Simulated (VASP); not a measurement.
A run of VASP 6.6.1 is set up as follows.

The input INCAR:

```
SYSTEM = Bi2Te2O3
PREC = Accurate ; ENCUT = 600
EDIFF = 1E-7 ; ISMEAR = 0
SIGMA = 0.15 ; LREAL = .False.
LASPH = .True. ; NELM = 60
ALGO = Normal ; ISIF = 3
LWAVE = .False. ; LCHARG = .False.
GGA = PE ; IBRION = 2
NSW = 36 ; EDIFFG = -0.08
```

The input KPOINTS:

```
Automatic mesh
0
Gamma
  4 4 1
  0 0 0
```

File POSCAR:

```
Bi2Te2O3
1.0
    3.9500000000      0.0000000000      0.0000000000
   -1.9750000000      3.4208003400      0.0000000000
    0.0000000000      0.0000000000     11.2000000000
Bi Te O
2 2 3
Direct
    0.3333333300      0.6666666700      0.1200000000
    0.6666666700      0.3333333300      0.8800000000
    0.0000000000      0.0000000000      0.3700000000
    0.0000000000      0.0000000000      0.6300000000
    0.6666666700      0.3333333300      0.1800000000
    0.3333333300      0.6666666700      0.8200000000
    0.0000000000      0.0000000000      0.0000000000
```

Potentials or basis: VASP PAW PBE potentials, release 64 (Bi_d, Te, O).

The run is started by

```console
$ cat potpaw_PBE.64/Bi_d/POTCAR potpaw_PBE.64/Te/POTCAR potpaw_PBE.64/O/POTCAR > POTCAR
$ mpirun -np 1 vasp_std > vasp.out
```

Question: Predict the space group after relaxing (to 0.1 Å).

Answer: P-3m1 (No. 164).

Question: What does it give for the relaxed volume?

Answer: 22.74 Å³/atom.

Question: Estimate the band gap on the k mesh.

Answer: Zero (bands 30 and 31 overlap by 1.53 eV).

Final structure:
```
CELL_PARAMETERS angstrom
3.61124 0.00000 0.00000
-1.80562 3.12743 0.00000
0.00000 0.00000 14.09726
ATOMIC_POSITIONS crystal
Bi 0.33333 0.66667 0.11172
Bi 0.66667 0.33333 0.88828
Te 0.00000 0.00000 0.40311
Te 0.00000 0.00000 0.59689
O 0.66667 0.33333 0.18025
O 0.33333 0.66667 0.81975
O 0.00000 0.00000 0.00000
```

Caveat: the k points lie up to 0.50 Å⁻¹ apart in the final cell, too coarse for converged energies and pressures of a metal; a cell axis changed by over 15 % at a fixed basis, so the end point is rough; spin-orbit coupling is left out, which moves the levels of the heavy elements; this functional lacks dispersion, which binds layers or chains, so the pressure and a relaxed spacing across them are unreliable.
